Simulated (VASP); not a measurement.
Set up this calculation in VASP 6.6.1, as the native input.

| Property | Result |
| --- | --- |
| Task | single point |
| Functional | PBE |
| Potentials or basis | VASP PAW PBE potentials, release 64 (Li_sv, Zr_sv, O) |
| Cutoff | 520 eV |
| k mesh | 8 × 8 × 8 |
| Occupations | gaussian, width 0.1 eV |
| Spin | no spin polarisation |
| Dipole correction | no |
| Further INCAR settings | ALGO = Normal; EDIFF = 1e-07; NBANDS = 23 |

The structure of Li2ZrO2 lies in POSCAR:

```
Li2ZrO2
1.0
   -1.8210376666      1.8210376666      3.5595668889
    1.8210376666     -1.8210376666      3.5595668889
    1.8210376666      1.8210376666     -3.5595668889
Li Zr O
2 1 2
Direct
    0.3331058429      0.3331058429      0.0000000000
    0.6668941571      0.6668941571      0.0000000000
    0.0000000000      0.0000000000      0.0000000000
    0.2500000000      0.7500000000      0.5000000000
    0.7500000000      0.2500000000      0.5000000000
```

One way to write it, as run:

INCAR

```
SYSTEM = Li2ZrO2
PREC = Accurate
ENCUT = 520
EDIFF = 1E-7
ISMEAR = 0
SIGMA = 0.1
LREAL = .FALSE.
LASPH = .TRUE.
NELM = 100
ALGO = Normal
ISIF = 2
LWAVE = .FALSE.
LCHARG = .FALSE.
GGA = PE
NBANDS = 23
```

KPOINTS

```
Automatic mesh
0
G
  8 8 8
  0 0 0
```

Potentials or basis: VASP PAW PBE potentials, release 64 (Li_sv, Zr_sv, O).

Launch:

```bash
$ cat potpaw_PBE.64/Li_sv/POTCAR potpaw_PBE.64/Zr_sv/POTCAR potpaw_PBE.64/O/POTCAR > POTCAR
$ mpirun -np 1 vasp_std > vasp.out
```

It gave:

```
Largest force          : 0.019 eV/Å
Band gap on the k mesh : zero (band 15 reaches 8.35 eV, above the bottom of band 16 at 8.09 eV)
```

Wall time 35 s on 1 thread of Intel(R) Xeon(R) 6975P-C (Granite Rapids), on a shared host, peak memory 0.23 GiB.
